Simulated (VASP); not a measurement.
# MgSi11O24 (a cell with a defect) in VASP: notebook, part 2 of 2

VASP 6.6.1. The steps go on from the part before.

## 3. Single point, PBEsol

The input, INCAR:

```
PREC = Accurate
ENCUT = 520
EDIFF = 1E-6
ISMEAR = -1
SIGMA = 0.05
LREAL = Auto
LASPH = T
NELM = 120
ALGO = Normal
ISIF = 2
LWAVE = F
LCHARG = F
GGA = PS
ISYM = -1
NBANDS = 232
GGA_COMPAT = F
```

The input, KPOINTS:

```
explicit points
1
Reciprocal
  0.25000000   0.25000000   0.25000000 1
```

The input, POSCAR:

```
MgSi11O24
1.0
    8.3886930000      0.0000000000      0.0000000000
    0.0000000000      8.3886930000      0.0000000000
    0.0000000000      0.0000000000      8.0356430000
Mg Si O
2 22 48
Direct
    0.9999850000      0.0000620000      0.0003230000
    0.5001740000      0.5002570000      0.3326540000
    0.0001040000      0.0001060000      0.3324500000
    0.0001820000      0.0002330000      0.6669510000
    0.0000140000      0.5000100000      0.9997120000
    0.0002130000      0.5001960000      0.3332690000
    0.0000430000      0.5001700000      0.6664780000
    0.4999870000      0.0000800000      0.9997100000
    0.5001190000      0.0002130000      0.3332540000
    0.5001310000      0.0000870000      0.6664940000
    0.5001120000      0.5001040000      0.0005170000
    0.4999980000      0.5000260000      0.6660220000
    0.2500910000      0.2501340000      0.1664870000
    0.2481680000      0.2481980000      0.4981180000
    0.2520240000      0.2520320000      0.8348660000
    0.2500580000      0.7501400000      0.1664900000
    0.2516700000      0.7484710000      0.5016120000
    0.2485460000      0.7517450000      0.8313520000
    0.7500610000      0.2501540000      0.1664840000
    0.7484410000      0.2516870000      0.5016210000
    0.7517590000      0.2485280000      0.8313580000
    0.7501020000      0.7501270000      0.1664890000
    0.7518770000      0.7519380000      0.4979970000
    0.7482970000      0.7483240000      0.8349660000
    0.1625130000      0.1625320000      0.9991610000
    0.1487150000      0.1487230000      0.3326390000
    0.1536690000      0.1536680000      0.6669760000
    0.1478650000      0.6565210000      0.9974650000
    0.1565700000      0.6478620000      0.3354490000
    0.1509920000      0.6511360000      0.6664590000
    0.6565000000      0.1478930000      0.9974800000
    0.6478280000      0.1566090000      0.3354410000
    0.6510990000      0.1510030000      0.6664500000
    0.6485870000      0.6485920000      0.0000190000
    0.6624930000      0.6625400000      0.3332610000
    0.6537520000      0.6537710000      0.6657260000
    0.3514920000      0.3515060000      0.0003540000
    0.3376600000      0.3377380000      0.3338260000
    0.3465310000      0.3465610000      0.6660370000
    0.3435990000      0.8523780000      0.9975250000
    0.3523020000      0.8436970000      0.3354970000
    0.3492050000      0.8491290000      0.6665270000
    0.8523410000      0.3436420000      0.9975380000
    0.8436690000      0.3523770000      0.3355100000
    0.8490770000      0.3492350000      0.6665070000
    0.8376870000      0.8377230000      0.9997010000
    0.8516000000      0.8516640000      0.3329380000
    0.8464340000      0.8464910000      0.6672090000
    0.0962710000      0.4039210000      0.1665080000
    0.0946390000      0.4009540000      0.5004270000
    0.0992470000      0.4055600000      0.8325750000
    0.1051760000      0.8950730000      0.1838450000
    0.0980260000      0.9021770000      0.5005880000
    0.1036210000      0.8966590000      0.8157670000
    0.6051390000      0.3950230000      0.1491430000
    0.6035100000      0.3965930000      0.5172230000
    0.5980350000      0.4021650000      0.8324100000
    0.5963670000      0.9038260000      0.1664820000
    0.5991450000      0.9056190000      0.5003100000
    0.5945950000      0.9010440000      0.8326730000
    0.4038970000      0.0963140000      0.1664790000
    0.4009250000      0.0946820000      0.5004010000
    0.4055470000      0.0992900000      0.8325750000
    0.3949670000      0.6051920000      0.1490860000
    0.3965710000      0.6035720000      0.5172430000
    0.4021550000      0.5980450000      0.8324020000
    0.8950210000      0.1052700000      0.1838650000
    0.9021590000      0.0980750000      0.5005330000
    0.8966710000      0.1036460000      0.8157220000
    0.9037970000      0.5964240000      0.1664810000
    0.9055840000      0.5992110000      0.5003010000
    0.9010220000      0.5946380000      0.8326290000
```

Potentials or basis: VASP PAW PBE potentials, release 64 (Mg, Si, O).

Launch:

```console
cat potpaw_PBE.64/Mg/POTCAR potpaw_PBE.64/Si/POTCAR potpaw_PBE.64/O/POTCAR > POTCAR
mpirun -np 1 vasp_std > vasp.out
```

Wall time 4.4 min (1 thread of AMD EPYC 9R14 (Zen 4), shared host); peak memory 0.54 GiB.

It converged, with:

- Free energy: -569.5324 eV
- Pressure: 8.3 GPa
- Largest force: 0.111 eV/Å

Forces in eV/Å, atoms in the order of the input:
```
Mg   0.003  0.002  0.011
Mg  -0.005 -0.005 -0.012
Si  -0.004  0.003 -0.003
Si   0.002 -0.005  0.012
Si   0.003  0.002 -0.015
Si  -0.005 -0.002  0.014
Si   0.002 -0.003  0.002
Si   0.002 -0.004 -0.013
Si   0.003 -0.001  0.016
Si  -0.001  0.000 -0.001
Si  -0.002  0.005  0.003
Si   0.001 -0.001 -0.011
Si   0.000 -0.001  0.002
Si  -0.016 -0.016  0.071
Si   0.016  0.020 -0.070
Si   0.003 -0.004 -0.004
Si  -0.024  0.027 -0.012
Si   0.022 -0.023  0.019
Si   0.004 -0.004  0.004
Si   0.024 -0.021 -0.018
Si  -0.027  0.026  0.014
Si  -0.002  0.000 -0.002
Si   0.021  0.020  0.059
Si  -0.020 -0.019 -0.062
O   -0.078 -0.077  0.004
O   -0.007 -0.006  0.008
O   -0.014 -0.013  0.006
O   -0.027 -0.032  0.000
O   -0.029 -0.022  0.001
O   -0.022 -0.026 -0.001
O   -0.030 -0.024 -0.002
O   -0.024 -0.030  0.001
O   -0.023 -0.021  0.002
O    0.001  0.002  0.006
O   -0.075 -0.075  0.000
O   -0.018 -0.017  0.004
O    0.003  0.005 -0.009
O    0.079  0.077 -0.006
O    0.013  0.013 -0.011
O    0.032  0.026 -0.002
O    0.027  0.034  0.002
O    0.020  0.022 -0.001
O    0.025  0.031 -0.004
O    0.031  0.025  0.001
O    0.024  0.021  0.002
O    0.076  0.076 -0.002
O   -0.004 -0.005 -0.005
O    0.017  0.017  0.001
O    0.040 -0.040 -0.002
O    0.037 -0.035 -0.008
O    0.034 -0.035  0.003
O   -0.026  0.027 -0.010
O    0.015 -0.013 -0.014
O   -0.024  0.023  0.018
O   -0.029  0.027  0.009
O   -0.019  0.020 -0.020
O    0.013 -0.014  0.010
O    0.041 -0.040  0.001
O    0.036 -0.036 -0.003
O    0.037 -0.032 -0.001
O   -0.042  0.042  0.003
O   -0.036  0.036 -0.005
O   -0.036  0.035  0.003
O    0.027 -0.029  0.012
O    0.020 -0.021 -0.020
O   -0.014  0.014  0.011
O    0.032 -0.030 -0.009
O   -0.014  0.014 -0.005
O    0.018 -0.020  0.024
O   -0.039  0.040  0.001
O   -0.035  0.034 -0.001
O   -0.034  0.036  0.005
```

Stress tensor (GPa, compression positive):
```
 7.20  3.18  0.03
 3.18  7.19  0.03
 0.03  0.03 10.40
```

Levels at points of the mesh, in eV from the Fermi level:
```tsv
k point	band 188	band 189	band 190	band 191	band 192	band 193
(0.25, 0.25, 0.25)	-0.22	-0.17	-0.01	0.00	0.47	7.02
```

Caveat: the PAW data sets were made with another functional, which shifts forces and pressure a little.
